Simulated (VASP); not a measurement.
# CaCo2 (P6/mmm) in VASP: notebook

The runs below take CaCo2 through single point, with PBEsol.

All numbers are computed with VASP 6.6.1; they aren't measurements. Logs are shortened: lines on timing, memory, paths and dates and some standing lists are left out, and cuts for length are marked.

## (1) The cell of the first run

Symmetry: P6/mmm, No. 191, hexagonal system. Conventional cell: a = 3.722 Å, b = 3.722 Å, c = 4.227 Å, α = 90.00°, β = 90.00°, γ = 120.00°. Within 4.0 Å of Ca (site symmetry 6/mmm) lie 12 Co at 3.01 Å and 6 Ca at 3.72 Å. Co (site symmetry -6m2) has 3 Co at 2.15 Å within 2.8 Å.

## (2) Single point, PBEsol, collinear spin, ferromagnetic start (volume scaled by 0.960)

File INCAR:

```
SYSTEM = CaCo2
PREC = Accurate ; ENCUT = 520
EDIFF = 1E-6 ; ISMEAR = 0
SIGMA = 0.05 ; LREAL = .FALSE.
LASPH = .TRUE. ; NELM = 150
ALGO = Normal ; ISIF = 2
LWAVE = .FALSE. ; LCHARG = .FALSE.
ISPIN = 2 ; MAGMOM = 0 1.33 1.33
LORBIT = 11 ; LMAXMIX = 4
GGA = PS ; NBANDS = 25
```

File KPOINTS:

```
Automatic mesh
0
G
  10 10 8
  0 0 0
```

File POSCAR:

```
CaCo2
1.0
    3.7218822956      0.0000000000      0.0000000000
   -1.8609411478      3.2232446179      0.0000000000
    0.0000000000      0.0000000000      4.2270692409
Ca Co
1 2
Direct
    0.0000000000      0.0000000000      0.0000000000
    0.3333333333      0.6666666667      0.5000000000
    0.6666666667      0.3333333333      0.5000000000
```

Potentials or basis: VASP PAW PBE potentials, release 64 (Ca_sv, Co).

Command:

```console
$ cat potpaw_PBE.64/Ca_sv/POTCAR potpaw_PBE.64/Co/POTCAR > POTCAR
$ mpirun -np 1 vasp_std > vasp.out
```

OUTCAR:

```text
SYSTEM = CaCo2
   PREC = Accurate
   ENCUT = 520
   EDIFF = 1E-6
   ISMEAR = 0
   LREAL = .FALSE.
   LASPH = .TRUE.
   NELM = 150
   ISIF = 2
   ISPIN = 2
   LORBIT = 11
   GGA = PS

 ion  position               nearest neighbor table
   1  0.000  0.000  0.000-   2 3.01   3 3.01   2 3.01   3 3.01   3 3.01   3 3.01   2 3.01   2 3.01
                             3 3.01   3 3.01   2 3.01   2 3.01
   2  0.333  0.667  0.500-   3 2.15   3 2.15   3 2.15   1 3.01   1 3.01   1 3.01   1 3.01   1 3.01
                             1 3.01
   3  0.667  0.333  0.500-   2 2.15   2 2.15   2 2.15   1 3.01   1 3.01   1 3.01   1 3.01   1 3.01
                             1 3.01

  LATTYP: Found a hexagonal cell.
 ALAT       =     3.7218822956
 C/A-ratio  =     1.1357342616

  Lattice vectors:

 A1 = (   3.7218822956,   0.0000000000,   0.0000000000)
 A2 = (  -1.8609411478,   3.2232446179,   0.0000000000)
 A3 = (   0.0000000000,   0.0000000000,   4.2270692409)

Analysis of symmetry for initial positions (statically):
=====================================================================
 Subroutine PRICEL returns:
 Original cell was already a primitive cell.

 Routine SETGRP: Setting up the symmetry group for a
 hexagonal supercell.

 Subroutine GETGRP returns: Found 24 space group operations
 (whereof 24 operations were pure point group operations)
 out of a pool of 24 trial point group operations.

The static configuration has the point symmetry D_6h.

Analysis of symmetry for dynamics (positions and initial velocities):
=====================================================================
 Subroutine PRICEL returns:
 Original cell was already a primitive cell.

 Routine SETGRP: Setting up the symmetry group for a
 hexagonal supercell.

 Subroutine GETGRP returns: Found 24 space group operations
 (whereof 24 operations were pure point group operations)
 out of a pool of 24 trial point group operations.

The dynamic configuration has the point symmetry D_6h.

Analysis of structural, dynamic, and magnetic symmetry:
=====================================================================
 Subroutine PRICEL returns:
 Original cell was already a primitive cell.

 Routine SETGRP: Setting up the symmetry group for a
 hexagonal supercell.

 Subroutine GETGRP returns: Found 24 space group operations
 (whereof 24 operations were pure point group operations)
 out of a pool of 24 trial point group operations.

The overall configuration has the point symmetry D_6h.

 Subroutine INISYM returns: Found 24 space group operations
 (whereof 24 operations are pure point group operations),
 and found     1 'primitive' translations

----------------------------------------------------------------------------------------

                                     Primitive cell

  volume of cell :      50.7102

  direct lattice vectors                    reciprocal lattice vectors
     3.721882296  0.000000000  0.000000000     0.268681253  0.155123194  0.000000000
    -1.860941148  3.223244618  0.000000000     0.000000000  0.310246388  0.000000000
     0.000000000  0.000000000  4.227069241     0.000000000  0.000000000  0.236570527

  length of vectors
     3.721882296  3.721882296  4.227069241     0.310246388  0.310246388  0.236570527

  position of ions in fractional coordinates (direct lattice)
     0.000000000  0.000000000  0.000000000
     0.333333333  0.666666667  0.500000000
     0.666666667  0.333333333  0.500000000

  ion indices of the primitive-cell ions
   primitive index   ion index
                 1           1
                 2           2
                 3           3

----------------------------------------------------------------------------------------

 KPOINTS: Automatic mesh

Automatic generation of k-mesh.
 Grid dimensions read from file:
 generate k-points for:   10   10    8

 Generating k-lattice:

  Cartesian coordinates                     Fractional coordinates (reciprocal lattice)
     0.026868125  0.015512319  0.000000000     0.100000000  0.000000000  0.000000000
     0.000000000  0.031024639  0.000000000     0.000000000  0.100000000  0.000000000
     0.000000000  0.000000000  0.029571316     0.000000000  0.000000000  0.125000000

  Length of vectors
     0.031024639  0.031024639  0.029571316

  Shift w.r.t. Gamma in fractional coordinates (k-lattice)
     0.000000000  0.000000000  0.000000000

 Subroutine IBZKPT returns following result:
 ===========================================

 Found     70 irreducible k-points:

 Following reciprocal coordinates:
            Coordinates               Weight
  0.000000  0.000000  0.000000      1.000000
  0.100000  0.000000  0.000000      6.000000
  0.200000  0.000000  0.000000      6.000000
  0.300000  0.000000  0.000000      6.000000
  0.400000 -0.000000  0.000000      6.000000
  0.500000  0.000000  0.000000      3.000000
[... 16 lines left out ...]
  0.300000  0.100000  0.125000     24.000000
  0.400000  0.100000  0.125000     24.000000
 [... further k-points ...]
   k-points           NKPTS =     70   k-points in BZ     NKDIM =     70   number of bands    NBANDS=     25
   number of dos      NEDOS =    301   number of ions     NIONS =      3
   total plane-waves  NPLWV =  25088
   dimension x,y,z NGX =    28 NGY =   28 NGZ =   32
   dimension x,y,z NGXF=    56 NGYF=   56 NGZF=   64
   ions per type =               1   2
   NGX,Y,Z   is equivalent  to a cutoff of  12.51, 12.51, 12.59 a.u.
   NGXF,Y,Z  is equivalent  to a cutoff of  25.01, 25.01, 25.17 a.u.
 SYSTEM =  CaCo2
   PREC   = accura    normal or accurate (medium, high low for compatibility)
   ISTART =      0    job   : 0-new  1-cont  2-samecut
   ICHARG =      2    charge: 1-file 2-atom 10-const
   ISPIN  =      2    spin polarized calculation?
   LNONCOLLINEAR =      F non collinear calculations
   LSORBIT =      F    spin-orbit coupling
   LASPH  =      T    aspherical Exc in radial PAW
   ENCUT  =  520.0 eV  38.22 Ry    6.18 a.u.   6.92  6.92  7.86*2*pi/ulx,y,z
   NELM   =    150;   NELMIN=  2; NELMDL= -5     # of ELM steps
   EDIFF  = 0.1E-05   stopping-criterion for ELM
   LREAL  =      F    real-space projection
   EDIFFG = 0.1E-04   stopping-criterion for IOM
   NSW    =      0    number of steps for IOM
   IBRION =     -1    ionic relax: 0-MD 1-quasi-New 2-CG
   NFREE  =      0    steps in history (QN), initial steepest desc. (CG)
   ISIF   =      2    stress and relaxation
   ISYM   =      2    0-nonsym 1-usesym 2-fastsym
   POTIM  = 0.5000    time-step for ionic-motion
   TEBEG  =    0.0;   TEEND  =   0.0 temperature during run
   PSTRESS=    0.0 pullay stress
   NELECT =      28.0000    total number of electrons
   NUPDOWN=      -1.0000    fix difference up-down
   EMIN   =  10.00;   EMAX   =-10.00  energy-range for DOS
   EFERMI =   0.00;   METHOD = LEGACY
   ISMEAR =     0;   SIGMA  =   0.05  broadening in eV -4-tet -1-fermi 0-gaus
   EFERMI_NEDOS =   21; number of points for ismear=-14 and -15
   IALGO  =     38    algorithm
   IMIX   =      4    mixing-type and parameters
     AMIX     =   0.40;   BMIX     =  1.00
     AMIX_MAG =   1.60;   BMIX_MAG =  1.00
  volume/ion in A,a.u.               =      16.90       114.07
  Fermi-wavevector in a.u.,A,eV,Ry     =   1.343061  2.538017 24.542366  1.803813
  Thomas-Fermi vector in A             =   2.471165
   LORBIT       =     11    0 simple, 1 ext, 2 COOP (PROOUT), +10 PAW based schemes
   GGA     = PS    functional components
   LHFCALC =     F    Hartree Fock is set to
   AEXX    =    0.0000 exact exchange contribution
   IVDW    =     0    specifies the selected vdW correction
   LEPSILON=     F    determine dielectric tensor
   LRPA    =     F    only Hartree local field effects (RPA)
 spin polarized calculation
 Gauss-broadening in eV      SIGMA  =   0.05
  energy-cutoff  :      520.00
  volume of cell :       50.71
 maximum number of plane-waves:      1382
 NGX is ok and might be reduce to    28
   NGX = 13   NGY = 13   NGZ = 15

 number of electron      27.9999986 magnetization       2.1309758

 Free energy of the ion-electron system (eV)
  ---------------------------------------------------
  ext. energy  EPLUGINS =         0.00000000
  ---------------------------------------------------
  free energy    TOTEN  =       -16.92290354 eV

  energy without entropy =      -16.92123350  energy(sigma->0) =      -16.92206852

 E-fermi :   5.5201     XC(G=0): -11.0595

 val. band max:        5.5134784728   @ k =   0.1000   0.0000   0.2500
 cond. band min:       5.5266660416   @ k =   0.1000   0.1000   0.1250
 fundamental gap:      0.0131875688
 Fermi energy:         5.5200689491

 spin component 1

 k-point     1 :       0.0000    0.0000    0.0000
  band No.  band energies     occupation
      1     -33.9971      1.00000
      2     -15.1006      1.00000
      3     -15.0706      1.00000
      4     -15.0706      1.00000
      5      -0.6958      1.00000
      6       2.3219      1.00000
[... 17 lines left out ...]
     24      16.3115      0.00000
     25      16.3115      0.00000

 k-point     2 :       0.1000    0.0000    0.0000
  band No.  band energies     occupation
      1     -33.9951      1.00000
      2     -15.0979      1.00000
      3     -15.0918      1.00000
      4     -15.0752      1.00000
      5      -0.5259      1.00000
      6       2.3927      1.00000
[... 17 lines left out ...]
     24      15.6105      0.00000
     25      16.4016      0.00000

 k-point     3 :       0.2000    0.0000    0.0000
  band No.  band energies     occupation
      1     -33.9899      1.00000
      2     -15.1469      1.00000
      3     -15.0909      1.00000
      4     -15.0873      1.00000
      5      -0.0317      1.00000
      6       2.4631      1.00000
[... 552 lines left out ...]
 k-point    23 :       0.3000    0.1000    0.1250
  band No.  band energies     occupation
      1     -33.9795      1.00000
      2     -15.2399      1.00000
      3     -15.1196      1.00000
      4     -15.0846      1.00000
      5       1.3363      1.00000
      6       1.9182      1.00000
[... 17 lines left out ...]
     24      15.4521      0.00000
     25      16.6670      0.00000

 k-point    24 :       0.4000    0.1000    0.1250
  band No.  band energies     occupation
      1     -33.9759      1.00000
      2     -15.2738      1.00000
      3     -15.1304      1.00000
      4     -15.0792      1.00000
      5       1.6817      1.00000
      6       2.2030      1.00000
[... 17 lines left out ...]
     24      14.4632      0.00000
     25      17.1441      0.00000

 [... further k-points ...]

 spin component 2

 k-point     1 :       0.0000    0.0000    0.0000
  band No.  band energies     occupation
      1     -34.0551      1.00000
      2     -15.1643      1.00000
      3     -15.1339      1.00000
      4     -15.1339      1.00000
      5      -0.6842      1.00000
      6       2.9428      1.00000
[... 17 lines left out ...]
     24      16.5276      0.00000
     25      16.5276      0.00000

 k-point     2 :       0.1000    0.0000    0.0000
  band No.  band energies     occupation
      1     -34.0530      1.00000
      2     -15.1615      1.00000
      3     -15.1557      1.00000
      4     -15.1386      1.00000
      5      -0.5132      1.00000
      6       3.0337      1.00000
[... 17 lines left out ...]
     24      15.6773      0.00000
     25      16.4381      0.00000

 k-point     3 :       0.2000    0.0000    0.0000
  band No.  band energies     occupation
      1     -34.0477      1.00000
      2     -15.2124      1.00000
      3     -15.1543      1.00000
      4     -15.1511      1.00000
      5      -0.0147      1.00000
      6       3.2793      1.00000
[... 552 lines left out ...]
 k-point    23 :       0.3000    0.1000    0.1250
  band No.  band energies     occupation
      1     -34.0371      1.00000
      2     -15.3082      1.00000
      3     -15.1843      1.00000
      4     -15.1476      1.00000
      5       1.4202      1.00000
      6       2.7771      1.00000
[... 17 lines left out ...]
     24      15.4476      0.00000
     25      16.7518      0.00000

 k-point    24 :       0.4000    0.1000    0.1250
  band No.  band energies     occupation
      1     -34.0334      1.00000
      2     -15.3430      1.00000
      3     -15.1954      1.00000
      4     -15.1421      1.00000
      5       2.2929      1.00000
      6       2.6320      1.00000
[... 17 lines left out ...]
     24      14.4681      0.00000
     25      17.1924      0.00000

 [... further k-points ...]
[... 5 lines left out ...]
  --------------------------------------------------------------------------------------
  -------------------------------------------------------------------------------------
  Total        0.9958207      0.9958207      1.1103350      0.0000000     -0.0000000     -0.0000000
  in kB       31.4627348     31.4627348     35.0807878      0.0000000     -0.0000000     -0.0000000
  external PRESSURE =      32.6687525 kB  Pullay stress =       0.0000000 kB

 VOLUME and BASIS-vectors are now :
 -----------------------------------------------------------------------------
  energy-cutoff  :      520.00
  volume of cell :       50.71
      direct lattice vectors                 reciprocal lattice vectors
     3.721882296  0.000000000  0.000000000     0.268681253  0.155123194  0.000000000
    -1.860941148  3.223244618  0.000000000     0.000000000  0.310246388  0.000000000
     0.000000000  0.000000000  4.227069241     0.000000000  0.000000000  0.236570527

 POSITION                                       TOTAL-FORCE (eV/Angst)
 -----------------------------------------------------------------------------------
      0.00000      0.00000      0.00000        -0.000000      0.000000     -0.000000
     -0.00000      2.14883      2.11353        -0.000000      0.000000      0.000000
      1.86094      1.07441      2.11353         0.000000      0.000000     -0.000000
 -----------------------------------------------------------------------------------
    total drift:                               -0.000000      0.000000     -0.000000

  FREE ENERGIE OF THE ION-ELECTRON SYSTEM (eV)
  ---------------------------------------------------
  free  energy   TOTEN  =       -16.9229035366 eV

  energy  without entropy=      -16.9212334980  energy(sigma->0) =      -16.92206852

 total charge

# of ion       s       p       d       tot
------------------------------------------
    1        2.067   5.856   0.283   8.206
    2        0.590   0.413   7.347   8.350
    3        0.590   0.413   7.347   8.350
--------------------------------------------------
tot          3.248   6.681  14.978  24.907

 magnetization (x)

# of ion       s       p       d       tot
------------------------------------------
    1       -0.008  -0.012  -0.048  -0.068
    2       -0.001  -0.022   1.204   1.181
    3       -0.001  -0.022   1.204   1.181
--------------------------------------------------
tot         -0.010  -0.056   2.359   2.293
```

Wall time 2.2 min (1 thread of Oxide Virtual Turin-like, shared host); peak memory 0.24 GiB.

What came out:

- Free energy: -16.9229 eV
- Pressure: 3.3 GPa
- Net moment: 2.13 μB per cell
- Site moments: Ca -0.07; Co +1.18 μB
- Valence electrons inside the program's atomic spheres: Ca 8.21; Co 8.35

Caveat: the PAW data sets were made with another functional, which shifts forces and pressure a little.

[end of part 1 of 2]
